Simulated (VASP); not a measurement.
# Cu3Sb4O12 (P1) in VASP: notebook, part 2 of 2

VASP 6.6.1. The steps go on from the part before.

## Step 3: Single point, LDA

File INCAR:

```
SYSTEM = Cu3Sb4O12
PREC = Accurate ; ENCUT = 520
EDIFF = 1E-6 ; ISMEAR = -1
SIGMA = 0.05 ; LREAL = Auto
LASPH = .True. ; NELM = 100
ALGO = Normal ; ISIF = 2
LWAVE = .False. ; LCHARG = .False.
NBANDS = 150
```

File KPOINTS:

```
Automatic mesh
0
Gamma
  1 1 1
  0 0 0
```

File POSCAR:

```
Cu3Sb4O12
1.0
    7.6993660000      0.0000000000      0.0000000000
    0.0000000000      7.6993660000      0.0000000000
    0.0000000000      0.0000000000      7.6993660000
Cu Sb O
6 8 24
Direct
   -0.0156506393     -0.0195730402      0.5141722059
    0.0051822449      0.5001191007      0.0235344053
    0.5324854020     -0.0649404120     -0.0241188690
    0.4893000281      0.4962616402     -0.0061043987
    0.5040415016     -0.0219758354      0.5060676425
   -0.0235344053      0.5188219394      0.4765197550
    0.2446694962      0.2682298776      0.2511765254
    0.2568523175      0.7649720769      0.2682039015
    0.2378507529      0.2693598408      0.7294886358
    0.7578675959      0.2239145405      0.2298500942
    0.7693490607      0.7363073791      0.7575558819
    0.7355670584      0.2504751690      0.7239037604
    0.7471654160      0.7493344257      0.2589174226
    0.2507349306      0.7724272362      0.7674138364
    0.3337677414      0.7964551886      0.5188738917
    0.1760015045      0.7233452728      0.0247163208
    0.2942839709      0.2186543671      0.5034050856
   -0.0063251961      0.1915352511      0.6740944644
    0.7674268245      0.4876505416      0.3203640404
    0.3300531498      0.0021560217      0.2187972360
   -0.0126114280      0.1638966117      0.2895563089
    0.7067335155     -0.0091306219      0.1502721133
    0.2084976867      0.3296764954     -0.0137284031
    0.5004438028      0.3199873860      0.7787913966
    0.2064455697      0.5240301604      0.3241175962
    0.4986124832      0.3134803567      0.1662084904
    0.8126773036      0.2987778474     -0.0293011139
    0.6851213464      0.1643901589      0.4702335231
    0.8168594661      0.6735489649      0.0123776425
    0.4952745460      0.7096818102      0.2097835068
    0.3090254444      0.0259891529      0.8177036914
    0.8113395311      0.4972876988      0.6726268111
    0.4958719978      0.7156693161      0.8430953925
    0.1644680874      0.5178738094      0.7294107073
    0.7044735891      0.8076119514      0.5167178700
    0.0200406111      0.7883376372      0.3840835726
    0.7036293638     -0.0014936295      0.8222754964
    0.0100787519      0.8366792798      0.7375802111
```

Potentials or basis: VASP PAW LDA potentials, release 64 (Cu, Sb, O).

Command:

```console
$ cat potpaw_LDA.64/Cu/POTCAR potpaw_LDA.64/Sb/POTCAR potpaw_LDA.64/O/POTCAR > POTCAR
$ mpirun -np 1 vasp_gam > vasp.out
```

OUTCAR:

```text
SYSTEM = Cu3Sb4O12
   PREC = Accurate
   ENCUT = 520
   EDIFF = 1E-6
   ISMEAR = -1
   LREAL = Auto
   LASPH = .True.
   NELM = 100
   ISIF = 2

 ion  position               nearest neighbor table
   1  0.984  0.980  0.514-  36 1.81  18 2.04  38 2.05  21 2.23  11 3.13  13 3.22  14 3.25  12 3.26
                             8 3.28
   2  0.005  0.500  0.024-  29 1.97  23 2.06  16 2.16  27 2.18   7 3.11  10 3.27  11 3.29
   3  0.532  0.935  0.976-  37 1.84  22 1.95  33 1.99  31 2.22  11 2.91  14 2.97  13 3.09
   4  0.489  0.496  0.994-  26 1.94  33 2.05  24 2.14  30 2.34   7 3.25
   5  0.504  0.978  0.506-  15 1.92  28 2.02  35 2.03   8 3.11  13 3.20  14 3.22  12 3.22
   6  0.976  0.519  0.477-  32 1.98  19 2.02  25 2.12  36 2.22  13 3.01  11 3.17
   7  0.245  0.268  0.251-  17 2.02  25 2.07  26 2.09  23 2.11  21 2.16  20 2.17   2 3.11   4 3.25
                             9 3.68  10 3.77
   8  0.257  0.765  0.268-  30 1.94  25 1.94  20 1.95  16 2.00  15 2.03  36 2.04   5 3.11   1 3.28
                            13 3.78
   9  0.238  0.269  0.729-  17 1.84  34 2.00  18 2.02  23 2.04  31 2.07  24 2.09   7 3.68
  10  0.758  0.224  0.230-  21 1.88  22 1.94  28 1.99  27 2.12  19 2.15  26 2.17   2 3.27  13 3.66
                             7 3.77
  11  0.769  0.736  0.758-  32 1.98  35 2.00  38 2.01  29 2.05  37 2.14  33 2.21   3 2.91   1 3.13
[... 277 lines left out ...]
      6     -13.1383      2.00000
[... 129 lines left out ...]
    136      10.2550      0.00000
    137      10.2887      0.00000
 [bands above 137 left out]

------------------------ aborting loop because EDIFF is reached ----------------------------------------

  FORCE on cell =-STRESS in cart. coord.  units (eV):
  Direction    XX          YY          ZZ          XY          YZ          ZX
  --------------------------------------------------------------------------------------
  -------------------------------------------------------------------------------------
  Total      -13.8041091    -25.1802673    -16.1419617     -4.0440038      2.0048550     -0.3136678
  in kB      -48.4567264    -88.3905880    -56.6633179    -14.1957142      7.0376660     -1.1010719
  external PRESSURE =     -64.5035441 kB  Pullay stress =       0.0000000 kB

 VOLUME and BASIS-vectors are now :
 -----------------------------------------------------------------------------
  energy-cutoff  :      520.00
  volume of cell :      456.42
      direct lattice vectors                 reciprocal lattice vectors
     7.699366000  0.000000000  0.000000000     0.129880824  0.000000000  0.000000000
     0.000000000  7.699366000  0.000000000     0.000000000  0.129880824  0.000000000
     0.000000000  0.000000000  7.699366000     0.000000000  0.000000000  0.129880824

 POSITION                                       TOTAL-FORCE (eV/Angst)
 -----------------------------------------------------------------------------------
      7.57887      7.54867      3.95880         0.120514      2.001483      0.951362
      0.03990      3.85060      0.18120         0.170236     -0.064355     -1.196282
      4.09980      7.19937      7.51367        -1.072829      0.975321      1.105190
      3.76730      3.82090      7.65237         0.105968     -0.069844      0.005648
      3.88080      7.53017      3.89640         0.179471      0.631038     -0.295377
      7.51817      3.99460      3.66890         0.578046      0.009029      0.333497
[... 30 lines left out ...]
      5.41750      7.68787      6.33100         0.378650     -0.231783     -1.826331
      0.07760      6.44190      5.67890        -1.367583     -0.025366     -0.813679
 -----------------------------------------------------------------------------------
    total drift:                               -0.013734      0.008052     -0.013205

  FREE ENERGIE OF THE ION-ELECTRON SYSTEM (eV)
  ---------------------------------------------------
  free  energy   TOTEN  =      -241.8629343056 eV

  energy  without entropy=     -241.5854373749  energy(sigma->0) =     -241.72418584
```

OSZICAR:

```text
N       E                     dE             d eps       ncg     rms          rms(c)
DAV:   1     0.492658848505E+04    0.49266E+04   -0.11065E+05   324   0.221E+03
DAV:   2     0.124946559992E+04   -0.36771E+04   -0.34650E+04   348   0.671E+02
DAV:   3    -0.406362244965E+02   -0.12901E+04   -0.11672E+04   354   0.328E+02
[... 31 lines left out ...]
DAV:  35    -0.241862958070E+03    0.16427E-04   -0.34942E-05   224   0.255E-02    0.884E-02
DAV:  36    -0.241862946038E+03    0.12031E-04   -0.24866E-05   200   0.215E-02    0.545E-02
DAV:  37    -0.241862938139E+03    0.78991E-05   -0.15200E-05   184   0.200E-02    0.361E-02
DAV:  38    -0.241862935013E+03    0.31260E-05   -0.93622E-06   200   0.139E-02    0.169E-02
DAV:  39    -0.241862934306E+03    0.70781E-06   -0.33839E-06   240   0.816E-03
   1 F= -.24186293E+03 E0= -.24172419E+03  d E =-.277497E+00
```

Wall time 3.9 min (1 thread of AMD EPYC 7R43 (Zen 3), shared host); peak memory 0.34 GiB.

Results:

* Free energy: -241.8629 eV
* Pressure: -6.5 GPa
* Largest force: 4.696 eV/Å

Forces in eV/Å, atoms in the order of the input:
```
Cu   0.121  2.001  0.951
Cu   0.170 -0.064 -1.196
Cu  -1.073  0.975  1.105
Cu   0.106 -0.070  0.006
Cu   0.179  0.631 -0.295
Cu   0.578  0.009  0.333
Sb   1.415 -1.343 -1.073
Sb  -0.583  0.764 -0.290
Sb  -0.115 -0.030  3.728
Sb  -2.886  3.262 -1.753
Sb  -0.335  1.083  0.825
Sb   1.367 -0.824  0.791
Sb   0.033 -1.030  0.083
Sb  -0.175 -0.611  0.440
O    0.016  0.517  0.708
O    0.170 -0.612  0.026
O    0.811 -0.771 -3.149
O   -0.598 -0.269 -0.708
O    1.247 -0.086 -0.536
O   -0.342  1.380  0.133
O    2.755  0.133  0.573
O   -0.217 -1.382  0.931
O   -0.812  0.381  1.867
O   -0.864  0.678  0.300
O   -1.040 -2.450  0.014
O    0.048 -0.219  0.504
O    0.301  0.585  1.457
O   -0.445 -0.279  1.385
O   -0.086 -0.202  0.007
O    1.392 -0.720 -0.835
O    0.112 -0.874 -0.533
O   -0.036  0.117 -0.135
O    0.654 -0.712  0.232
O    0.303  0.851 -1.010
O   -0.063  0.170 -0.545
O   -1.119 -0.731 -1.699
O    0.379 -0.232 -1.826
O   -1.368 -0.025 -0.814
```

Levels at points of the mesh, in eV from the Fermi level:
| k point | band 121 | band 122 | band 123 | band 124 | band 125 | band 126 | band 127 | band 128 | band 129 | band 130 |
| --- | --- | --- | --- | --- | --- | --- | --- | --- | --- | --- |
| (0.00, 0.00, 0.00) | -0.49 | -0.20 | -0.11 | -0.07 | -0.03 | 0.00 | 0.07 | 0.99 | 1.51 | 1.86 |

Caveat: the k points lie up to 0.82 Å⁻¹ apart; spin-orbit coupling is left out, which moves the levels of the heavy elements; forces of over 1 eV/Å act on the atoms, so gaps and moduli don't describe the material at rest.

## Step 4: Single point, LDA

Edit INCAR of step 3 so:

```diff
@@ -4,3 +4,3 @@
 SIGMA = 0.05 ; LREAL = Auto
-LASPH = .True. ; NELM = 100
+LASPH = .True. ; NELM = 80
 ALGO = Normal ; ISIF = 2
```

KPOINTS is that of step 3.

File POSCAR:

```
Cu3Sb4O12
1.0
    7.6993660000      0.0000000000      0.0000000000
    0.0000000000      7.6993660000      0.0000000000
    0.0000000000      0.0000000000      7.6993660000
Cu Sb O
6 8 24
Direct
    0.0272489969     -0.0397954845      0.4957161408
    0.0091695862      0.5010802188     -0.0094942882
    0.5035609426      0.0795520047      0.0191963858
    0.5048337746      0.5098082102     -0.0014027129
    0.4920535015      0.0079097422      0.4836891765
   -0.0454712765      0.4713894625      0.5098341863
    0.2306943195      0.2590343153      0.2619566338
    0.2498647291      0.7481784864      0.2392534658
    0.2574497692      0.2331101028      0.7521008873
    0.7446327399      0.2687364128      0.2719055049
    0.7571402632      0.7617510325      0.7342422740
    0.7666735157      0.2362921830      0.7697387032
    0.7346578926      0.7670501701      0.2246029089
    0.2639827747      0.7210593703      0.7424507420
    0.3025703675      0.8175867987      0.4965473781
    0.1791316324      0.7011486400     -0.0170663403
    0.3340794554      0.1993540767      0.5089509967
    0.0068966718      0.1467003907      0.7025643410
    0.7927146209      0.5249003619      0.3167793296
    0.3052848767      0.0194951117      0.2113940291
    0.0103904659      0.1764950517      0.3458206819
    0.6997848914      0.0206640391      0.1739753637
    0.1693775825      0.2952450890      0.0198847541
    0.5028985503      0.2725549091      0.8170153231
    0.1701438794      0.4910534192      0.3329494922
    0.4915859306      0.3228837283      0.1857945187
    0.8169893469      0.3298453405      0.0242097856
    0.6789130430      0.2058611060      0.5033271571
    0.8179894293      0.6878748198      0.0015715580
    0.4997554344      0.6873293204      0.1717933658
    0.3084020165     -0.0277035797      0.7832073446
    0.7984163891      0.4989761495      0.6981483930
    0.5053532979      0.6509756777      0.7827917260
    0.1838592944      0.4698568687      0.7029280073
    0.7103052381      0.8401341097      0.4912742166
   -0.0000519523      0.8093133902      0.2837246599
    0.6893944255      0.0048185786      0.8138462310
    0.0211316101      0.7720635699      0.6868227851
```

Command:

```console
$ cat potpaw_LDA.64/Cu/POTCAR potpaw_LDA.64/Sb/POTCAR potpaw_LDA.64/O/POTCAR > POTCAR
$ mpirun -np 1 vasp_gam > vasp.out
```

Run time: 4.3 min. Hardware: 1 thread of AMD EPYC 7R43 (Zen 3), shared host; peak memory 0.34 GiB.

The run converged. Its results:

```
Free energy   : -242.5116 eV
Pressure      : -7.6 GPa
Largest force : 3.428 eV/Å
```

Forces on the atoms (eV/Å):
```
Cu  -0.363  0.597  0.171
Cu  -0.455  0.048  0.285
Cu  -0.362 -0.578 -0.184
Cu   0.266 -1.320 -0.522
Cu   0.584 -0.015  0.502
Cu   1.404  0.806 -0.320
Sb   2.152 -0.772  0.680
Sb  -1.196  0.689  0.377
Sb  -0.760 -1.888  0.379
Sb   0.433 -0.065 -1.205
Sb   0.128 -1.008  1.261
Sb   0.192  1.755 -1.014
Sb   2.667  0.529  2.088
Sb   0.109  1.078 -0.539
O    0.335 -0.474 -1.055
O    0.353 -0.905  1.623
O   -0.712  0.027 -0.913
O   -0.227  0.605  0.015
O   -0.030 -0.966  0.221
O    0.987 -1.574 -0.737
O   -2.201  0.197  0.197
O   -0.389  0.086  0.475
O    0.259  0.601 -1.791
O    0.121  0.742  1.291
O    0.004  1.824 -0.251
O    0.108 -0.220 -0.107
O   -0.210 -0.294 -1.071
O    0.024 -0.483  1.315
O   -0.260  0.161 -1.913
O   -1.197  0.526  0.222
O    0.544  1.124  0.825
O    0.271 -0.926  0.253
O    0.565  0.512  0.418
O   -0.237  0.780  0.011
O   -0.820 -0.022 -0.704
O   -0.100  0.236  0.470
O    0.029 -2.106  0.202
O   -2.016  0.694 -0.954
```

Stress tensor (GPa, compression positive):
```
-6.82  0.06 -0.55
 0.06 -8.97  0.50
-0.55  0.50 -6.96
```

Levels at points of the mesh, in eV from the Fermi level:
| k point | band 122 | band 123 | band 124 | band 125 | band 126 | band 127 | band 128 | band 129 |
| --- | --- | --- | --- | --- | --- | --- | --- | --- |
| (0.00, 0.00, 0.00) | -0.20 | -0.11 | -0.07 | -0.02 | 0.01 | 0.05 | 1.01 | 1.45 |

Caveat: the k points lie up to 0.82 Å⁻¹ apart; spin-orbit coupling is left out, which moves the levels of the heavy elements; forces of over 1 eV/Å act on the atoms, so gaps and moduli don't describe the material at rest.

## Step 5: Overview

```tsv
cell	pressure (GPa)	largest force (eV/Å)
as given, atomic positions A	-7.7	3.18
as given, atomic positions B	-6.5	4.70
as given, atomic positions C	-7.6	3.43
```

Alike in all rows: task single point; level LDA; potentials or basis VASP PAW LDA potentials, release 64 (Cu, Sb, O); no spin polarisation; k mesh 1 × 1 × 1; cutoff (eV) 520; smearing fermi-dirac 0.05 eV.

Caveats: all runs use coarse meshes; spin-orbit coupling is left out, which moves the levels of the heavy elements; forces of over 1 eV/Å act on the atoms, so gaps and moduli don't describe the material at rest.

Absolute energies hang on the potentials; compare differences alone.
